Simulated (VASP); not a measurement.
Wanted: the native input for a VASP 6.6.1 run.

```
Task                   : single point
Functional             : r2SCAN
Dispersion             : D3(BJ)
Potentials or basis    : VASP PAW PBE potentials, release 64 (N)
Cutoff                 : 660 eV
k mesh                 : 6 × 6 × 4
Occupations            : gaussian, width 0.02 eV
Spin                   : no spin polarisation
Dipole correction      : no
Further INCAR settings : ALGO = Normal; EDIFF = 1e-06; NBANDS = 18
```

N:

```xyz
4
Lattice="3.6549 0.0000 0.0000 -1.8275 3.1652 0.0000 0.0000 0.0000 7.6952" Properties=species:S:1:pos:R:3 pbc="T T T"
N     0.0000    2.1102    2.4705
N     0.0000    2.1102    1.3771
N     1.8275    1.0551    6.3182
N     1.8275    1.0551    5.2247
```

One way to write it, as run:

POSCAR

```
N
1.0
    3.6549081756      0.0000000000      0.0000000000
   -1.8274540878      3.1652433285      0.0000000000
    0.0000000000      0.0000000000      7.6952347928
N
4
Direct
    0.3333333333      0.6666666667      0.3210485504
    0.3333333333      0.6666666667      0.1789514496
    0.6666666667      0.3333333333      0.8210485504
    0.6666666667      0.3333333333      0.6789514496
```

INCAR.step1

```
SYSTEM = N
PREC = Accurate
ENCUT = 660
ISMEAR = 0
SIGMA = 0.02
LREAL = .FALSE.
LASPH = .TRUE.
NELM = 120
NBANDS = 18
GGA = PE
ALGO = Normal
EDIFF = 1E-5
LWAVE = .TRUE.
LCHARG = .FALSE.
GGA_COMPAT = .FALSE.
```

INCAR.step2

```
SYSTEM = N
PREC = Accurate
ENCUT = 660
EDIFF = 1E-6
ISMEAR = 0
SIGMA = 0.02
LREAL = .FALSE.
LASPH = .TRUE.
NELM = 120
ALGO = Normal
ISIF = 2
LWAVE = .FALSE.
LCHARG = .TRUE.
METAGGA = R2SCAN
LMIXTAU = .TRUE.
IVDW = 12
VDW_S6 = 1.0
VDW_S8 = 0.78981345
VDW_A1 = 0.49484001
VDW_A2 = 5.73083694
LELF = .TRUE.
LVHAR = .TRUE.
NBANDS = 18
ISTART = 1
GGA_COMPAT = .FALSE.
```

KPOINTS

```
Automatic mesh
0
G
  6 6 4
  0 0 0
```

Potentials or basis: VASP PAW PBE potentials, release 64 (N).

Run with:

```console
$ cat potpaw_PBE.64/N/POTCAR > POTCAR
$ cp INCAR.step1 INCAR
$ mpirun -np 1 vasp_std > vasp.out
$ cp INCAR.step2 INCAR
$ mpirun -np 1 vasp_std > vasp.out
```

It gave:

- Pressure: 2.6 GPa
- Largest force: 2.118 eV/Å
- Band gap on the k mesh: 7.81 eV (least direct gap 7.87 eV)
- Dispersion energy per atom: -0.030 eV

Caveat: the standard files for N, O and F lose accuracy on very short bonds; the stress differs along the axes, from -0 to 8 GPa; the PAW data sets were made with another functional, which shifts forces and pressure a little.

It took 2.9 min on 1 thread of Intel(R) Xeon(R) Platinum 8259CL CPU @ 2.50GHz (Skylake/Cascade Lake), on a shared host, peak memory 0.27 GiB.
